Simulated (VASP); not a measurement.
# Si5Te (P6/mmm) in VASP: single point with PBE

Aim: the single point of Si5Te with PBE.

Program: VASP 6.6.1. These are calculated values, not measurements. Logs are shortened: lines on timing, memory, paths and dates and some standing lists are left out, and cuts for length are marked.

## 1. The cell of the first run

Symmetry: P6/mmm, No. 191, hexagonal system. The conventional cell has a = 5.387 Å, b = 5.387 Å, c = 4.380 Å, α = 90.00°, β = 90.00°, γ = 120.00°. Within 3.5 Å of Si (site symmetry mmm) lie 8 Si at 2.69 Å and 4 Te at 3.47 Å. Si (site symmetry -6m2) has 9 Si at 2.69 to 3.11 Å and 3 Te at 3.11 Å within 3.5 Å. Te (site symmetry 6/mmm) has 18 Si at 3.11 to 3.47 Å within 4.1 Å.

## 2. Single point, PBE

File INCAR:

```
SYSTEM = Si5Te
ALGO = Normal ; EDIFF = 1E-6
ENCUT = 520 ; GGA = PE
ISIF = 2 ; ISMEAR = 0
LASPH = .TRUE. ; LCHARG = .TRUE.
LELF = .TRUE. ; LREAL = .FALSE.
LVHAR = .TRUE. ; LWAVE = .FALSE.
NBANDS = 22 ; NELM = 100
PREC = Accurate ; SIGMA = 0.1
```

File KPOINTS:

```
k-points
0
G
  6 6 4
  0 0 0
```

File POSCAR:

```
Si5Te
1.0
    5.3869727000      0.0000000000      0.0000000000
   -2.6934863500      4.6652552100      0.0000000000
    0.0000000000      0.0000000000      4.3802621700
Si Te
5 1
Direct
    0.5000000000      0.0000000000      0.5000000000
    0.5000000000      0.5000000000      0.5000000000
    0.0000000000      0.5000000000      0.5000000000
    0.3333333300      0.6666666700      0.0000000000
    0.6666666700      0.3333333300      0.0000000000
    0.0000000000      0.0000000000      0.0000000000
```

Potentials or basis: VASP PAW PBE potentials, release 64 (Si, Te).

Run with:

```console
$ cat potpaw_PBE.64/Si/POTCAR potpaw_PBE.64/Te/POTCAR > POTCAR
$ mpirun -np 1 vasp_std > vasp.out
```

OUTCAR:

```text
SYSTEM = Si5Te
   EDIFF = 1E-6
   ENCUT = 520
   GGA = PE
   ISIF = 2
   ISMEAR = 0
   LASPH = .TRUE.
   LREAL = .FALSE.
   NELM = 100
   PREC = Accurate

 ion  position               nearest neighbor table
   1  0.500  0.000  0.500-   4 2.69   5 2.69   4 2.69   5 2.69   2 2.69   3 2.69   2 2.69   3 2.69

   2  0.500  0.500  0.500-   4 2.69   5 2.69   4 2.69   5 2.69   3 2.69   3 2.69   1 2.69   1 2.69

   3  0.000  0.500  0.500-   4 2.69   5 2.69   4 2.69   5 2.69   2 2.69   2 2.69   1 2.69   1 2.69

   4  0.333  0.667  0.000-   3 2.69   3 2.69   1 2.69   1 2.69   2 2.69   2 2.69   6 3.11   5 3.11
                             5 3.11   6 3.11   6 3.11   5 3.11
   5  0.667  0.333  0.000-   3 2.69   3 2.69   1 2.69   1 2.69   2 2.69   2 2.69   6 3.11   4 3.11
                             4 3.11   6 3.11   6 3.11   4 3.11
   6  0.000  0.000  0.000-   4 3.11   5 3.11   5 3.11   4 3.11   5 3.11   4 3.11

  LATTYP: Found a hexagonal cell.
 ALAT       =     5.3869727000
 C/A-ratio  =     0.8131212861

  Lattice vectors:

 A1 = (   5.3869727000,   0.0000000000,   0.0000000000)
 A2 = (  -2.6934863500,   4.6652552100,   0.0000000000)
 A3 = (   0.0000000000,   0.0000000000,   4.3802621700)

Analysis of symmetry for initial positions (statically):
=====================================================================
 Subroutine PRICEL returns:
 Original cell was already a primitive cell.

 Routine SETGRP: Setting up the symmetry group for a
 hexagonal supercell.

 Subroutine GETGRP returns: Found 24 space group operations
 (whereof 24 operations were pure point group operations)
 out of a pool of 24 trial point group operations.

The static configuration has the point symmetry D_6h.

Analysis of symmetry for dynamics (positions and initial velocities):
=====================================================================
 Subroutine PRICEL returns:
 Original cell was already a primitive cell.

 Routine SETGRP: Setting up the symmetry group for a
 hexagonal supercell.

 Subroutine GETGRP returns: Found 24 space group operations
 (whereof 24 operations were pure point group operations)
 out of a pool of 24 trial point group operations.

The dynamic configuration has the point symmetry D_6h.

 Subroutine INISYM returns: Found 24 space group operations
 (whereof 24 operations are pure point group operations),
 and found     1 'primitive' translations

----------------------------------------------------------------------------------------

                                     Primitive cell

  volume of cell :     110.0830

  direct lattice vectors                    reciprocal lattice vectors
     5.386972700  0.000000000  0.000000000     0.185633018  0.107175273  0.000000000
    -2.693486350  4.665255210  0.000000000     0.000000000  0.214350546  0.000000000
     0.000000000  0.000000000  4.380262170     0.000000000  0.000000000  0.228296837

  length of vectors
     5.386972700  5.386972702  4.380262170     0.214350546  0.214350546  0.228296837

  position of ions in fractional coordinates (direct lattice)
     0.500000000  0.000000000  0.500000000
     0.500000000  0.500000000  0.500000000
     0.000000000  0.500000000  0.500000000
     0.333333330  0.666666670  0.000000000
     0.666666670  0.333333330  0.000000000
     0.000000000  0.000000000  0.000000000

  ion indices of the primitive-cell ions
   primitive index   ion index
                 1           1
                 2           2
                 3           3
                 4           4
                 5           5
                 6           6

----------------------------------------------------------------------------------------

 KPOINTS: k-points

Automatic generation of k-mesh.
 Grid dimensions read from file:
 generate k-points for:    6    6    4

 Generating k-lattice:

  Cartesian coordinates                     Fractional coordinates (reciprocal lattice)
     0.030938836  0.017862545  0.000000000     0.166666667  0.000000000  0.000000000
     0.000000000  0.035725091  0.000000000     0.000000000  0.166666667  0.000000000
     0.000000000  0.000000000  0.057074209     0.000000000  0.000000000  0.250000000

  Length of vectors
     0.035725091  0.035725091  0.057074209

  Shift w.r.t. Gamma in fractional coordinates (k-lattice)
     0.000000000  0.000000000  0.000000000

 Subroutine IBZKPT returns following result:
 ===========================================

 Found     21 irreducible k-points:

 Following reciprocal coordinates:
            Coordinates               Weight
  0.000000  0.000000  0.000000      1.000000
  0.166667  0.000000  0.000000      6.000000
  0.333333  0.000000  0.000000      6.000000
  0.500000  0.000000  0.000000      3.000000
  0.166667  0.166667  0.000000      6.000000
  0.333333  0.166667  0.000000     12.000000
[... 13 lines left out ...]
  0.333333  0.166667  0.500000     12.000000
  0.333333  0.333333  0.500000      2.000000
   k-points           NKPTS =     21   k-points in BZ     NKDIM =     21   number of bands    NBANDS=     22
   number of dos      NEDOS =    301   number of ions     NIONS =      6
   total plane-waves  NPLWV =  57600
   dimension x,y,z NGX =    40 NGY =   40 NGZ =   36
   dimension x,y,z NGXF=    80 NGYF=   80 NGZF=   72
   ions per type =               5   1
   NGX,Y,Z   is equivalent  to a cutoff of  12.34, 12.34, 13.66 a.u.
   NGXF,Y,Z  is equivalent  to a cutoff of  24.69, 24.69, 27.33 a.u.
 SYSTEM =  Si5Te
   PREC   = accura    normal or accurate (medium, high low for compatibility)
   ISTART =      0    job   : 0-new  1-cont  2-samecut
   ICHARG =      2    charge: 1-file 2-atom 10-const
   ISPIN  =      1    spin polarized calculation?
   LNONCOLLINEAR =      F non collinear calculations
   LSORBIT =      F    spin-orbit coupling
   LASPH  =      T    aspherical Exc in radial PAW
   ENCUT  =  520.0 eV  38.22 Ry    6.18 a.u.  10.02 10.02  8.14*2*pi/ulx,y,z
   NELM   =    100;   NELMIN=  2; NELMDL= -5     # of ELM steps
   EDIFF  = 0.1E-05   stopping-criterion for ELM
   LREAL  =      F    real-space projection
   EDIFFG = 0.1E-04   stopping-criterion for IOM
   NSW    =      0    number of steps for IOM
   IBRION =     -1    ionic relax: 0-MD 1-quasi-New 2-CG
   NFREE  =      0    steps in history (QN), initial steepest desc. (CG)
   ISIF   =      2    stress and relaxation
   ISYM   =      2    0-nonsym 1-usesym 2-fastsym
   POTIM  = 0.5000    time-step for ionic-motion
   TEBEG  =    0.0;   TEEND  =   0.0 temperature during run
   PSTRESS=    0.0 pullay stress
   NELECT =      26.0000    total number of electrons
   NUPDOWN=      -1.0000    fix difference up-down
   EMIN   =  10.00;   EMAX   =-10.00  energy-range for DOS
   EFERMI =   0.00;   METHOD = LEGACY
   ISMEAR =     0;   SIGMA  =   0.10  broadening in eV -4-tet -1-fermi 0-gaus
   EFERMI_NEDOS =   21; number of points for ismear=-14 and -15
   IALGO  =     38    algorithm
   IMIX   =      4    mixing-type and parameters
     AMIX     =   0.40;   BMIX     =  1.00
     AMIX_MAG =   1.60;   BMIX_MAG =  1.00
  volume/ion in A,a.u.               =      18.35       123.81
  Fermi-wavevector in a.u.,A,eV,Ry     =   1.011950  1.912309 13.932957  1.024043
  Thomas-Fermi vector in A             =   2.145031
   LORBIT       =      0    0 simple, 1 ext, 2 COOP (PROOUT), +10 PAW based schemes
   GGA     = PE    functional components
   LHFCALC =     F    Hartree Fock is set to
   AEXX    =    0.0000 exact exchange contribution
   IVDW    =     0    specifies the selected vdW correction
   LEPSILON=     F    determine dielectric tensor
   LRPA    =     F    only Hartree local field effects (RPA)
 non-spin polarized calculation
 Gauss-broadening in eV      SIGMA  =   0.10
  energy-cutoff  :      520.00
  volume of cell :      110.08
 maximum number of plane-waves:      2982
   NGX = 21   NGY = 21   NGZ = 17

 number of electron      25.9999998 magnetization

 Free energy of the ion-electron system (eV)
  ---------------------------------------------------
  ext. energy  EPLUGINS =         0.00000000
  ---------------------------------------------------
  free energy    TOTEN  =       -26.62094438 eV

  energy without entropy =      -26.59640624  energy(sigma->0) =      -26.60867531

 E-fermi :   8.2778     XC(G=0): -10.5080

 val. band max:        8.2572791126   @ k =   0.5000   0.0000   0.5000
 cond. band min:       8.2924806021   @ k =   0.5000   0.0000   0.0000
 fundamental gap:      0.0352014895
 Fermi energy:         8.2778367107

 k-point     1 :       0.0000    0.0000    0.0000
  band No.  band energies     occupation
      1      -5.2891      2.00000
      2      -1.3730      2.00000
      3       0.2661      2.00000
      4       1.7033      2.00000
      5       1.7033      2.00000
      6       2.7019      2.00000
[... 14 lines left out ...]
     21      12.5721      0.00000
     22      13.0429      0.00000

 k-point     2 :       0.1667    0.0000    0.0000
  band No.  band energies     occupation
      1      -5.1113      2.00000
      2      -1.6598      2.00000
      3      -0.5814      2.00000
      4       1.2978      2.00000
      5       2.2536      2.00000
      6       2.8661      2.00000
[... 14 lines left out ...]
     21      12.9469      0.00000
     22      13.0302      0.00000

 k-point     3 :       0.3333    0.0000    0.0000
  band No.  band energies     occupation
      1      -4.5844      2.00000
      2      -2.6020      2.00000
      3      -1.2842      2.00000
      4       0.8437      2.00000
      5       3.0311      2.00000
      6       3.3410      2.00000
[... 14 lines left out ...]
     21      13.2156      0.00000
     22      13.8451      0.00000

 k-point     4 :       0.5000    0.0000    0.0000
  band No.  band energies     occupation
      1      -3.8342      2.00000
      2      -3.6001      2.00000
      3      -1.4550      2.00000
      4       0.6803      2.00000
      5       3.7340      2.00000
      6       3.8648      2.00000
[... 14 lines left out ...]
     21      13.2907      0.00000
     22      13.3674      0.00000

 k-point     5 :       0.1667    0.1667    0.0000
  band No.  band energies     occupation
      1      -4.7588      2.00000
      2      -2.1279      2.00000
      3      -1.5108      2.00000
      4       1.3959      2.00000
      5       2.6364      2.00000
      6       3.1874      2.00000
[... 14 lines left out ...]
     21      12.6566      0.00000
     22      13.6877      0.00000

 k-point     6 :       0.3333    0.1667    0.0000
  band No.  band energies     occupation
      1      -4.0735      2.00000
      2      -3.0553      2.00000
      3      -2.0793      2.00000
      4       1.4423      2.00000
      5       3.4880      2.00000
      6       3.7738      2.00000
[... 14 lines left out ...]
     21      12.5571      0.00000
     22      13.0457      0.00000

 k-point     7 :       0.3333    0.3333    0.0000
  band No.  band energies     occupation
      1      -3.4754      2.00000
      2      -3.0647      2.00000
      3      -3.0647      2.00000
      4       2.1087      2.00000
      5       4.0605      2.00000
      6       4.0605      2.00000
[... 249 lines left out ...]
      6       2.4844      2.00000
[... 14 lines left out ...]
     21      13.9350      0.00000
     22      14.3506      0.00000

 k-point    18 :       0.5000    0.0000    0.5000
  band No.  band energies     occupation
      1      -3.1698      2.00000
      2      -2.0086      2.00000
      3      -1.3976      2.00000
      4      -1.0158      2.00000
      5       0.5990      2.00000
      6       2.3564      2.00000
[... 14 lines left out ...]
     21      13.2953      0.00000
     22      13.4281      0.00000

 k-point    19 :       0.1667    0.1667    0.5000
  band No.  band energies     occupation
      1      -3.5935      2.00000
      2      -2.5884      2.00000
      3      -0.5538      2.00000
      4       0.0331      2.00000
      5       0.6928      2.00000
      6       2.1814      2.00000
[... 14 lines left out ...]
     21      13.8649      0.00000
     22      14.2170      0.00000

 k-point    20 :       0.3333    0.1667    0.5000
  band No.  band energies     occupation
      1      -3.1964      2.00000
      2      -2.0497      2.00000
      3      -1.1432      2.00000
      4      -0.8874      2.00000
      5       0.0111      2.00000
      6       1.6994      2.00000
[... 14 lines left out ...]
     21      13.4809      0.00000
     22      13.8885      0.00000

 k-point    21 :       0.3333    0.3333    0.5000
  band No.  band energies     occupation
      1      -3.0311      2.00000
      2      -1.4859      2.00000
      3      -1.4859      2.00000
      4      -0.8609      2.00000
      5      -0.8609      2.00000
      6       1.2839      2.00000
[... 14 lines left out ...]
     21      12.9598      0.00000
     22      13.5152      0.00000

------------------------ aborting loop because EDIFF is reached ----------------------------------------

  FORCE on cell =-STRESS in cart. coord.  units (eV):
  Direction    XX          YY          ZZ          XY          YZ          ZX
  --------------------------------------------------------------------------------------
  -------------------------------------------------------------------------------------
  Total       -2.1600701     -2.1600701      0.1650564      0.0000000      0.0000000      0.0000000
  in kB      -31.4382346    -31.4382347      2.4022741      0.0000000      0.0000000      0.0000000
  external PRESSURE =     -20.1580651 kB  Pullay stress =       0.0000000 kB

 VOLUME and BASIS-vectors are now :
 -----------------------------------------------------------------------------
  energy-cutoff  :      520.00
  volume of cell :      110.08
      direct lattice vectors                 reciprocal lattice vectors
     5.386972700  0.000000000  0.000000000     0.185633018  0.107175273  0.000000000
    -2.693486350  4.665255210  0.000000000     0.000000000  0.214350546  0.000000000
     0.000000000  0.000000000  4.380262170     0.000000000  0.000000000  0.228296837

 POSITION                                       TOTAL-FORCE (eV/Angst)
 -----------------------------------------------------------------------------------
      2.69349      0.00000      2.19013        -0.000000      0.000000      0.000000
      1.34674      2.33263      2.19013        -0.000000      0.000000      0.000000
     -1.34674      2.33263      2.19013        -0.000000      0.000000      0.000000
     -0.00000      3.11017      0.00000        -0.000000     -0.000000      0.000000
      2.69349      1.55509      0.00000         0.000000     -0.000000     -0.000000
      0.00000      0.00000      0.00000        -0.000000      0.000000      0.000000
 -----------------------------------------------------------------------------------
    total drift:                               -0.000000     -0.000000     -0.000000

  FREE ENERGIE OF THE ION-ELECTRON SYSTEM (eV)
  ---------------------------------------------------
  free  energy   TOTEN  =       -26.6209443766 eV

  energy  without entropy=      -26.5964062400  energy(sigma->0) =      -26.60867531
```

Wall time 63 s (1 thread of Intel Xeon 8259CL, shared host); peak memory 0.24 GiB.

What came out:

| Item | Value |
| --- | --- |
| Free energy | -26.6209 eV |
| Pressure | -2.0 GPa |
| Band gap on the k mesh | zero (band 13 reaches 10.31 eV, above the bottom of band 14 at 5.92 eV) |

Caveat: spin-orbit coupling is left out, which moves the levels of the heavy elements.
